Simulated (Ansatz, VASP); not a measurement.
## One calculation of GaN, two programs

INCAR

```
SYSTEM = GaN
PREC = Accurate
ENCUT = 520
EDIFF = 1E-6
ISMEAR = -1
SIGMA = 0.02
LREAL = .False.
LASPH = .True.
NELM = 80
ALGO = Normal
ISIF = 2
LWAVE = .False.
LCHARG = .False.
GGA = PS
NBANDS = 16
```

Contents of KPOINTS:

```
Automatic mesh
0
Gamma
  13 13 13
  0 0 0
```

POSCAR

```
GaN
1.0
    0.0000000000      1.9526500000      1.9925000000
    1.9526500000      0.0000000000      1.9925000000
    1.9526500000      1.9526500000      0.0000000000
Ga N
1 1
Direct
    0.5000000000      0.5000000000      0.5000000000
    0.0000000000      0.0000000000      0.0000000000
```

Input for Ansatz:

```yaml
crystal:
  lattice:
    - [0.0, 1.95265, 1.9925]
    - [1.95265, 0.0, 1.9925]
    - [1.95265, 1.95265, 0.0]
  atoms:
    - { symbol: Ga, position: [0.5, 0.5, 0.5] }
    - { symbol: "N", position: [0.0, 0.0, 0.0] }
kpoints:
  mp_grid: { grid: [13, 13, 13] }
  band_path:
    path:
      - [0.0, 0.0, 0.0]
      - [0.0, 0.5, 0.5]
      - [0.25, 0.75, 0.5]
      - [0.0, 0.5, 0.0]
      - [0.0, 0.0, 0.0]
      - [0.5, 0.5, 0.0]
      - [0.37005, 0.62995, 0.0]
      - [-0.37005, 0.37005, 0.0]
      - [0.0, 0.0, 0.0]
    npoints: 5
scf:
  occupations: { method: fermi_dirac, width: 0.02 }
hamiltonian:
  xc: pbesol
  pseudopotentials: { kind: all_electron, lapw: { basis_error: 0.001 } }
output:
  forces: true
  stress: true
  eigenvalues: true
```

Change from the starting cell: equal xx and yy strain of -2 %.

Alike in both runs: task single point; functional PBEsol; k mesh 13 × 13 × 13; occupations fermi-dirac, width 0.02 eV; no spin polarisation.

```csv
,VASP,Ansatz
version,VASP 6.6.1,Ansatz 0.2.0
potentials or method,"VASP PAW PBE potentials, release 64 (Ga_d, N), cutoff 520 eV","all-electron LAPW, scalar-relativistic"
```

|  | VASP | Ansatz | Ansatz less VASP |
| --- | --- | --- | --- |
| gap on the k mesh at the Fermi level (eV) | 1.96 | 1.98 | +0.014 |
| pressure (GPa) | 80.4 | 79.7 | -0.68 |
| traceless stress, the component that is largest in VASP (GPa) | -8.03 | -8.15 | -0.118 |

VASP's potentials were made for PBE, not for PBEsol. Both programs put the cell under a high pressure, so it lies far from rest at this level. Ansatz ran all-electron here, and VASP with PAW potentials.

Noted on VASP's run: the cell as given lies far from equilibrium.
